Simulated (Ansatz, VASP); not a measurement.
**One calculation of WS2, two programs**

Contents of INCAR:

```
SYSTEM = WS2
ALGO = Normal
EDIFF = 1E-6
ENCUT = 520
GGA = PS
ISIF = 2
ISMEAR = 0
IVDW = 12
LASPH = .TRUE.
LCHARG = .FALSE.
LREAL = .FALSE.
LWAVE = .FALSE.
NBANDS = 20
NELM = 100
PREC = Accurate
SIGMA = 0.05
```

The input KPOINTS:

```
k-points
0
G
  12 12 12
  0 0 0
```

File POSCAR:

```
WS2
1.0
    1.5790003843      0.9116362969      6.1633300000
   -1.5790003843      0.9116362969      6.1633300000
    0.0000000000     -1.8232725938      6.1633300000
W S
1 2
Direct
   -0.0436482123     -0.0436482123      0.0386214388
    0.7503000000      0.7503000000      0.7503000000
    0.5810000000      0.5810000000      0.5810000000
```

Input for Ansatz:

```yaml
crystal:
  lattice:
    - [1.5790003843, 0.9116362969, 6.16333]
    - [-1.5790003843, 0.9116362969, 6.16333]
    - [0.0, -1.8232725938, 6.16333]
  atoms:
    - { symbol: W, position: [-0.0436482123, -0.0436482123, 0.0386214388] }
    - { symbol: S, position: [0.7503, 0.7503, 0.7503] }
    - { symbol: S, position: [0.581, 0.581, 0.581] }
basis:
  ecutwfc: 420
kpoints:
  mp_grid: { grid: [12, 12, 12] }
hamiltonian:
  xc: pbesol
  dispersion: d3bj
scf:
  occupations: { method: gaussian, width: 0.05 }
output:
  forces: true
  stress: true
  eigenvalues: true
```

Alike in both runs: task single point; functional PBEsol; dispersion D3(BJ); k mesh 12 × 12 × 12; occupations gaussian, width 0.05 eV; no spin polarisation.

|  | VASP | Ansatz |
| --- | --- | --- |
| version | VASP 6.6.1 | Ansatz 0.2.0 |
| potentials or method | VASP PAW PBE potentials, release 64 (W_sv, S), cutoff 520 eV | scalar-relativistic, plane waves, PAW |
| valence electrons in the cell | 26 | 26 |

|  | VASP | Ansatz | Ansatz less VASP |
| --- | --- | --- | --- |
| gap on the k mesh at the Fermi level (eV) | none | none | - |
| pressure (GPa) | 5.4 | 5.3 | -0.12 |
| traceless stress, the component that is largest in VASP (GPa) | 8.80 | 8.85 | +0.044 |
| rms of the force components (eV/Å) | 4.060 | 4.041 | -0.0183 |

VASP's potentials were made for PBE, not for PBEsol. Atom by atom the forces differ by 0.023 eV/Å (rms over components). A gap of «none» marks a metal or a gap that the smearing closes.

Neither program's run includes spin-orbit coupling.
